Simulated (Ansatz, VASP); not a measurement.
One calculation of H, two programs

INCAR

```
SYSTEM = H
PREC = Accurate ; ENCUT = 520
EDIFF = 1E-6 ; ISMEAR = 0
SIGMA = 0.02 ; LREAL = .FALSE.
LASPH = .TRUE. ; NELM = 80
ALGO = Normal ; ISIF = 2
LWAVE = .FALSE. ; LCHARG = .FALSE.
GGA = PS ; NBANDS = 10
```

KPOINTS

```
Automatic mesh
0
G
  2 2 2
  0 0 0
```

File POSCAR:

```
H
1.0
    2.6106004258     -2.5489972608      0.0171045564
    2.5611606291      2.4984677729      0.0231136646
    0.0317472335      0.0048479850      4.1122446782
H
4
Direct
    0.9670020716      0.0132667702      0.0564372334
    0.4541963689      0.5721292699      0.4012082280
    0.5369673576      0.4431455253      0.4925972676
    0.0792056082      0.9373123850      0.9117002412
```

Input for Ansatz:

```yaml
crystal:
  lattice:
    - [2.6106004258, -2.5489972608, 0.0171045564]
    - [2.5611606291, 2.4984677729, 0.0231136646]
    - [0.0317472335, 0.004847985, 4.1122446782]
  atoms:
    - { symbol: H, position: [0.9670020716, 0.0132667702, 0.0564372334] }
    - { symbol: H, position: [0.4541963689, 0.5721292699, 0.401208228] }
    - { symbol: H, position: [0.5369673576, 0.4431455253, 0.4925972676] }
    - { symbol: H, position: [0.0792056082, 0.937312385, 0.9117002412] }
basis:
  ecutwfc: 420
kpoints:
  mp_grid: { grid: [2, 2, 2] }
hamiltonian:
  xc: pbesol
scf:
  occupations: { method: gaussian, width: 0.02 }
output:
  forces: true
  stress: true
  eigenvalues: true
```

Change from the starting cell: kmesh displaced: [2, 2, 2] Gamma-centred.

Alike in both runs: task single point; functional PBEsol; k mesh 2 × 2 × 2; occupations gaussian, width 0.02 eV; no spin polarisation.

```csv
,VASP,Ansatz
version,VASP 6.6.1,Ansatz 0.2.0
potentials or method,"VASP PAW PBE potentials, release 64 (H), cutoff 520 eV","scalar-relativistic, plane waves, PAW"
valence electrons in the cell,4,4
```

```tsv
	VASP	Ansatz	Ansatz less VASP
gap on the k mesh at the Fermi level (eV)	9.02	9.02	+0.002
least direct gap on the mesh (eV)	9.40	9.41	+0.002
pressure (GPa)	2.8	2.9	+0.14
traceless stress, the component that is largest in VASP (GPa)	-4.46	-4.44	+0.028
rms of the force components (eV/Å)	1.868	1.853	-0.0147
```

VASP's potentials were made for PBE, not for PBEsol. Atom by atom the forces differ by 0.015 eV/Å (rms over components).

The k mesh is coarse, so the values compare programs but aren't converged.
